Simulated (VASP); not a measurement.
# Bi2S3 (Pnma) in VASP: notebook, part 2 of 2

VASP 6.6.1.

### 4 Single point, PBE (z stretched by +2 %, then relaxed in part)

INCAR reads:

```
  PREC = Accurate
  ENCUT = 520
  EDIFF = 1E-6
  ISMEAR = -1
  SIGMA = 0.02
  LREAL = Auto
  LASPH = T
  NELM = 100
  ALGO = Normal
  ISIF = 2
  LWAVE = F
  LCHARG = T
  GGA = PE
  LELF = T
  LVHAR = T
  NBANDS = 112
```

KPOINTS reads:

```
Automatic mesh
0
Gamma
  3 7 3
```

POSCAR reads:

```
Bi2S3
1.0
   11.3450000000      0.0000000000      0.0000000000
    0.0000000000      3.9940000000      0.0000000000
    0.0000000000      0.0000000000     11.4168600000
Bi S
8 12
Direct
    0.4828259027      0.2500000000      0.3244306258
    0.0171740973      0.7500000000      0.8244306258
    0.9828259027      0.2500000000      0.1755693742
    0.5171740973      0.7500000000      0.6755693742
    0.3408998538      0.7500000000      0.0321980512
    0.1591001462      0.2500000000      0.5321980512
    0.8408998538      0.7500000000      0.4678019488
    0.6591001462      0.2500000000      0.9678019488
    0.2852054416      0.2500000000      0.1897937040
    0.2147945584      0.7500000000      0.6897937040
    0.7852054416      0.2500000000      0.3102062960
    0.7147945584      0.7500000000      0.8102062960
    0.5506979280      0.7500000000      0.1280282663
    0.9493020720      0.2500000000      0.6280282663
    0.0506979280      0.7500000000      0.3719717337
    0.4493020720      0.2500000000      0.8719717337
    0.3783564894      0.7500000000      0.4429864322
    0.1216435106      0.2500000000      0.9429864322
    0.8783564894      0.7500000000      0.0570135678
    0.6216435106      0.2500000000      0.5570135678
```

Launch:

```
cat potpaw_PBE.64/Bi_d/POTCAR potpaw_PBE.64/S/POTCAR > POTCAR
mpirun -np 1 vasp_std > vasp.out
```

Run time: 44 min. Hardware: 1 thread of AMD EPYC 9755, shared host; peak memory 0.8 GiB.

Results (log left out):

* Free energy: -87.5616 eV
* Pressure: 0.4 GPa
* Largest force: 0.022 eV/Å
* Band gap on the k mesh: 1.42 eV (least direct gap 1.52 eV)

Forces in eV/Å, atoms in the order of the input:
```
Bi  -0.008  0.000 -0.014
Bi   0.008  0.000 -0.014
Bi  -0.008  0.000  0.014
Bi   0.008  0.000  0.014
Bi   0.019  0.000  0.012
Bi  -0.019  0.000  0.012
Bi   0.019  0.000 -0.012
Bi  -0.019  0.000 -0.012
S    0.001  0.000  0.011
S   -0.001  0.000  0.011
S    0.001  0.000 -0.011
S   -0.001  0.000 -0.011
S   -0.005  0.000  0.002
S    0.005  0.000  0.002
S   -0.005  0.000 -0.002
S    0.005  0.000 -0.002
S   -0.003  0.000 -0.003
S    0.003  0.000 -0.003
S   -0.003  0.000  0.003
S    0.003  0.000  0.003
```

Stress tensor (GPa, compression positive):
```
 0.86  0.00  0.00
 0.00  0.67  0.00
 0.00  0.00 -0.44
```

Levels at points of the mesh, in eV from the valence-band top:
```csv
k point,band 92,band 93,band 94,band 95,band 96,band 97,band 98,band 99,band 100,band 101
"(0.00, 0.00, 0.00)",-0.43,-0.28,-0.21,-0.18,-0.12,1.42,1.68,1.88,2.11,2.48
```

Caveat: the cell differs from its parent crystal (z stretched by +2 %, then relaxed in part); spin-orbit coupling is left out, which moves the levels of the heavy elements; an odd mesh through Γ misses points on the zone boundary, where band edges can lie.

### 5 Single point, PBE (25.61 Å³/atom)

This run uses another cell than the first one, of 25.61 Å³/atom.

INCAR reads:

```
SYSTEM = Bi2S3
PREC     = Accurate       ! precision mode
ENCUT    = 520            ! plane-wave cutoff, eV
EDIFF    = 1E-7           ! SCF threshold, eV
ISMEAR   = -1             ! smearing method
SIGMA    = 0.02           ! smearing width, eV
LREAL    = Auto         
LASPH    = .TRUE.         ! aspherical terms in the spheres
NELM     = 60             ! most SCF steps
ALGO     = Normal         ! electronic algorithm
ISIF     = 2              ! what is computed and relaxed
LWAVE    = .FALSE.        ! write WAVECAR
LCHARG   = .FALSE.        ! write CHGCAR
GGA      = PE             ! functional
NBANDS   = 112            ! bands
```

KPOINTS reads:

```
regular mesh
0
G
  3 7 3
  0 0 0
```

POSCAR reads:

```
Bi2S3
1.0
   11.3826913068      0.0000000000      0.0000000000
    0.0000000000      4.0072692005      0.0000000000
    0.0000000000      0.0000000000     11.2301863197
Bi S
8 12
Direct
    0.4861022436      0.2500000000      0.3251650371
    0.0138977564      0.7500000000      0.8251650371
    0.9861022436      0.2500000000      0.1748349629
    0.5138977564      0.7500000000      0.6748349629
    0.3396394366      0.7500000000      0.0320694832
    0.1603605634      0.2500000000      0.5320694832
    0.8396394366      0.7500000000      0.4679305168
    0.6603605634      0.2500000000      0.9679305168
    0.2854301733      0.2500000000      0.1912123639
    0.2145698267      0.7500000000      0.6912123639
    0.7854301733      0.2500000000      0.3087876361
    0.7145698267      0.7500000000      0.8087876361
    0.5496967933      0.7500000000      0.1291419068
    0.9503032067      0.2500000000      0.6291419068
    0.0496967933      0.7500000000      0.3708580932
    0.4503032067      0.2500000000      0.8708580932
    0.3784309213      0.7500000000      0.4435515270
    0.1215690787      0.2500000000      0.9435515270
    0.8784309213      0.7500000000      0.0564484730
    0.6215690787      0.2500000000      0.5564484730
```

Potentials or basis: VASP PAW PBE potentials, release 64 (Bi_d, S).

Launch:

```
cat potpaw_PBE.64/Bi_d/POTCAR potpaw_PBE.64/S/POTCAR > POTCAR
mpirun -np 1 vasp_std > vasp.out
```

OUTCAR:

```text
SYSTEM = Bi2S3
   PREC = Accurate
   ENCUT = 520
   EDIFF = 1E-7
   ISMEAR = -1
   LREAL = Auto
   LASPH = .TRUE.
   NELM = 60
   ISIF = 2
   GGA = PE

 ion  position               nearest neighbor table
   1  0.486  0.250  0.325-  17 2.70  17 2.70   9 2.74  20 3.02  13 3.06  13 3.06
   2  0.014  0.750  0.825-  18 2.70  18 2.70  10 2.74  19 3.02  14 3.06  14 3.06
   3  0.986  0.250  0.175-  19 2.70  19 2.70  11 2.74  18 3.02  15 3.06  15 3.06
   4  0.514  0.750  0.675-  20 2.70  20 2.70  12 2.74  17 3.02  16 3.06  16 3.06
   5  0.340  0.750  0.032-  13 2.63   9 2.75   9 2.75  16 2.98  16 2.98  18 3.34  18 3.34
   6  0.160  0.250  0.532-  14 2.63  10 2.75  10 2.75  15 2.98  15 2.98  17 3.34  17 3.34
   7  0.840  0.750  0.468-  15 2.63  11 2.75  11 2.75  14 2.98  14 2.98  20 3.34  20 3.34
   8  0.660  0.250  0.968-  16 2.63  12 2.75  12 2.75  13 2.98  13 2.98  19 3.34  19 3.34
   9  0.285  0.250  0.191-   1 2.74   5 2.75   5 2.75
  10  0.215  0.750  0.691-   2 2.74   6 2.75   6 2.75
  11  0.785  0.250  0.309-   3 2.74   7 2.75   7 2.75
  12  0.715  0.750  0.809-   4 2.74   8 2.75   8 2.75
  13  0.550  0.750  0.129-   5 2.63   8 2.98   8 2.98   1 3.06   1 3.06
  14  0.950  0.250  0.629-   6 2.63   7 2.98   7 2.98   2 3.06   2 3.06
  15  0.050  0.750  0.371-   7 2.63   6 2.98   6 2.98   3 3.06   3 3.06
  16  0.450  0.250  0.871-   8 2.63   5 2.98   5 2.98   4 3.06   4 3.06
  17  0.378  0.750  0.444-   1 2.70   1 2.70   4 3.02   6 3.34   6 3.34
  18  0.122  0.250  0.944-   2 2.70   2 2.70   3 3.02   5 3.34   5 3.34
  19  0.878  0.750  0.056-   3 2.70   3 2.70   2 3.02   8 3.34   8 3.34
  20  0.622  0.250  0.556-   4 2.70   4 2.70   1 3.02   7 3.34   7 3.34

  LATTYP: Found a simple orthorhombic cell.
 ALAT       =     4.0072692005
 B/A-ratio  =     2.8024536805
 C/A-ratio  =     2.8405107661

  Lattice vectors:

 A1 = (   0.0000000000,   4.0072692005,   0.0000000000)
 A2 = (   0.0000000000,   0.0000000000,  11.2301863197)
 A3 = (  11.3826913068,   0.0000000000,   0.0000000000)

Analysis of symmetry for initial positions (statically):
=====================================================================
 Subroutine PRICEL returns:
 Original cell was already a primitive cell.

 Routine SETGRP: Setting up the symmetry group for a
 simple orthorhombic supercell.

 Subroutine GETGRP returns: Found  8 space group operations
 (whereof  2 operations were pure point group operations)
 out of a pool of  8 trial point group operations.

The static configuration has the point symmetry S_2 .
 The point group associated with its full space group is D_2h.

Analysis of symmetry for dynamics (positions and initial velocities):
=====================================================================
 Subroutine PRICEL returns:
 Original cell was already a primitive cell.

 Routine SETGRP: Setting up the symmetry group for a
 simple orthorhombic supercell.

 Subroutine GETGRP returns: Found  8 space group operations
 (whereof  2 operations were pure point group operations)
 out of a pool of  8 trial point group operations.

The dynamic configuration has the point symmetry S_2 .
 The point group associated with its full space group is D_2h.

 Subroutine INISYM returns: Found  8 space group operations
 (whereof  2 operations are pure point group operations),
 and found     1 'primitive' translations

----------------------------------------------------------------------------------------

[... 99 lines left out ...]
  0.000000  0.428571  0.333333      4.000000
  0.333333  0.428571  0.333333      8.000000
   k-points           NKPTS =     16   k-points in BZ     NKDIM =     16   number of bands    NBANDS=    112
   number of dos      NEDOS =    301   number of ions     NIONS =     20
   total plane-waves  NPLWV = 226800
   dimension x,y,z NGX =    90 NGY =   30 NGZ =   84
   dimension x,y,z NGXF=   180 NGYF=   60 NGZF=  168
   ions per type =               8  12
   NGX,Y,Z   is equivalent  to a cutoff of  13.14, 12.45, 12.43 a.u.
   NGXF,Y,Z  is equivalent  to a cutoff of  26.29, 24.89, 24.87 a.u.
 SYSTEM =  Bi2S3
   PREC   = accura    normal or accurate (medium, high low for compatibility)
   ISTART =      0    job   : 0-new  1-cont  2-samecut
   ICHARG =      2    charge: 1-file 2-atom 10-const
   ISPIN  =      1    spin polarized calculation?
   LNONCOLLINEAR =      F non collinear calculations
   LSORBIT =      F    spin-orbit coupling
   LASPH  =      T    aspherical Exc in radial PAW
   ENCUT  =  520.0 eV  38.22 Ry    6.18 a.u.  21.16  7.45 20.88*2*pi/ulx,y,z
   NELM   =     60;   NELMIN=  2; NELMDL= -5     # of ELM steps
   EDIFF  = 0.1E-06   stopping-criterion for ELM
   LREAL  =      T    real-space projection
   EDIFFG = 0.1E-05   stopping-criterion for IOM
   NSW    =      0    number of steps for IOM
   IBRION =     -1    ionic relax: 0-MD 1-quasi-New 2-CG
   NFREE  =      0    steps in history (QN), initial steepest desc. (CG)
   ISIF   =      2    stress and relaxation
   ISYM   =      2    0-nonsym 1-usesym 2-fastsym
   POTIM  = 0.5000    time-step for ionic-motion
   TEBEG  =    0.0;   TEEND  =   0.0 temperature during run
   PSTRESS=    0.0 pullay stress
   NELECT =     192.0000    total number of electrons
   NUPDOWN=      -1.0000    fix difference up-down
   EMIN   =  10.00;   EMAX   =-10.00  energy-range for DOS
   EFERMI =   0.00;   METHOD = LEGACY
   ISMEAR =    -1;   SIGMA  =   0.02  broadening in eV -4-tet -1-fermi 0-gaus
   EFERMI_NEDOS =   21; number of points for ismear=-14 and -15
   IALGO  =     38    algorithm
   IMIX   =      4    mixing-type and parameters
     AMIX     =   0.40;   BMIX     =  1.00
     AMIX_MAG =   1.60;   BMIX_MAG =  1.00
  volume/ion in A,a.u.               =      25.61       172.84
  Fermi-wavevector in a.u.,A,eV,Ry     =   1.180362  2.230560 18.956367  1.393254
  Thomas-Fermi vector in A             =   2.316655
   LORBIT       =      0    0 simple, 1 ext, 2 COOP (PROOUT), +10 PAW based schemes
   GGA     = PE    functional components
   LHFCALC =     F    Hartree Fock is set to
   AEXX    =    0.0000 exact exchange contribution
   IVDW    =     0    specifies the selected vdW correction
   LEPSILON=     F    determine dielectric tensor
   LRPA    =     F    only Hartree local field effects (RPA)
 non-spin polarized calculation
  energy-cutoff  :      520.00
  volume of cell :      512.25
 maximum number of plane-waves:     13858
 NGX is ok and might be reduce to    90
   NGX = 43   NGY = 15   NGZ = 41

 number of electron     192.0000006 magnetization

 Free energy of the ion-electron system (eV)
  ---------------------------------------------------
  ext. energy  EPLUGINS =         0.00000000
  ---------------------------------------------------
  free energy    TOTEN  =       -87.57995667 eV

  energy without entropy =      -87.57995667  energy(sigma->0) =      -87.57995667

 E-fermi :   5.5011     XC(G=0):  -9.6099

 val. band max:        5.0099101634   @ k =   0.3333   0.0000   0.0000
 cond. band min:       6.3952615210   @ k =   0.0000   0.0000   0.0000
 fundamental gap:      1.3853513576
 Fermi energy:         5.5011258828

 k-point     1 :       0.0000    0.0000    0.0000
  band No.  band energies     occupation
      1     -17.5472      2.00000
      2     -17.5462      2.00000
      3     -17.5433      2.00000
      4     -17.5431      2.00000
      5     -17.5327      2.00000
      6     -17.5302      2.00000
[... 1765 lines left out ...]
    107       8.6278      0.00000
    108       8.7471      0.00000
 [bands above 108 left out]

------------------------ aborting loop because EDIFF is reached ----------------------------------------

  FORCE on cell =-STRESS in cart. coord.  units (eV):
  Direction    XX          YY          ZZ          XY          YZ          ZX
  --------------------------------------------------------------------------------------
  -------------------------------------------------------------------------------------
  Total        2.7638601      2.0375977      0.6892058      0.0000000      0.0000000      0.0000000
  in kB        8.6446257      6.3730686      2.1556539      0.0000000      0.0000000      0.0000000
  external PRESSURE =       5.7244494 kB  Pullay stress =       0.0000000 kB

 VOLUME and BASIS-vectors are now :
 -----------------------------------------------------------------------------
  energy-cutoff  :      520.00
  volume of cell :      512.25
      direct lattice vectors                 reciprocal lattice vectors
    11.382691307  0.000000000  0.000000000     0.087852686  0.000000000  0.000000000
     0.000000000  4.007269200  0.000000000     0.000000000  0.249546499  0.000000000
     0.000000000  0.000000000 11.230186320     0.000000000  0.000000000  0.089045718

 POSITION                                       TOTAL-FORCE (eV/Angst)
 -----------------------------------------------------------------------------------
      5.53315      1.00182      3.65166        -0.019766     -0.000000     -0.005557
      0.15819      3.00545      9.26676         0.019766      0.000000     -0.005557
     11.22450      1.00182      1.96343        -0.019766     -0.000000      0.005557
      5.84954      3.00545      7.57852         0.019766      0.000000      0.005557
      3.86601      3.00545      0.36015         0.033516     -0.000000      0.016425
      1.82533      1.00182      5.97524        -0.033516     -0.000000      0.016425
[... 12 lines left out ...]
      9.99891      3.00545      0.63393         0.003764     -0.000000      0.011590
      7.07513      1.00182      6.24902        -0.003764     -0.000000      0.011590
 -----------------------------------------------------------------------------------
    total drift:                                0.000000     -0.000000      0.000000

  FREE ENERGIE OF THE ION-ELECTRON SYSTEM (eV)
  ---------------------------------------------------
  free  energy   TOTEN  =       -87.5799566721 eV

  energy  without entropy=      -87.5799566721  energy(sigma->0) =      -87.57995667
```

Wall time 47 min (1 thread of Oxide Virtual Turin-like, shared host); peak memory 0.81 GiB.

Results:

```yaml
Free_energy: -87.5800 eV
Pressure: 0.6 GPa
Largest_force: 0.037 eV/Å
Band_gap_on_the_k_mesh: 1.39 eV (least direct gap 1.48 eV)
```

Forces in eV/Å, atoms in the order of the input:
```
Bi  -0.020  0.000 -0.006
Bi   0.020  0.000 -0.006
Bi  -0.020  0.000  0.006
Bi   0.020  0.000  0.006
Bi   0.034  0.000  0.016
Bi  -0.034  0.000  0.016
Bi   0.034  0.000 -0.016
Bi  -0.034  0.000 -0.016
S   -0.001  0.000  0.014
S    0.001  0.000  0.014
S   -0.001  0.000 -0.014
S    0.001  0.000 -0.014
S   -0.004  0.000 -0.006
S    0.004  0.000 -0.006
S   -0.004  0.000  0.006
S    0.004  0.000  0.006
S    0.004  0.000 -0.012
S   -0.004  0.000 -0.012
S    0.004  0.000  0.012
S   -0.004  0.000  0.012
```

Caveat: spin-orbit coupling is left out, which moves the levels of the heavy elements; an odd mesh through Γ misses points on the zone boundary, where band edges can lie.

### 6 Summary

```tsv
cell	gap on the mesh (eV)	pressure (GPa)	largest force (eV/Å)
a = 11.192, b = 3.940, c = 11.042 Å, 20 atoms, atomic positions A	1.25	2.6	0.02
a = 11.568, b = 4.072, c = 11.413 Å, 20 atoms, atomic positions B	1.39	-0.7	0.02
a = 11.345, b = 3.994, c = 11.417 Å, 20 atoms, atomic positions C	1.42	0.4	0.02
a = 11.383, b = 4.007, c = 11.230 Å, 20 atoms, atomic positions D	1.39	0.6	0.04
```

Alike in all rows: task single point; level PBE; potentials or basis VASP PAW PBE potentials, release 64 (Bi_d, S); no spin polarisation; k mesh 3 × 7 × 3; cutoff (eV) 520; smearing fermi-dirac 0.02 eV.

Caveats: spin-orbit coupling is left out, which moves the levels of the heavy elements; an odd mesh through Γ misses points on the zone boundary, where band edges can lie.

Total energies depend on the potentials used, so only differences within one code and one set of settings carry meaning.
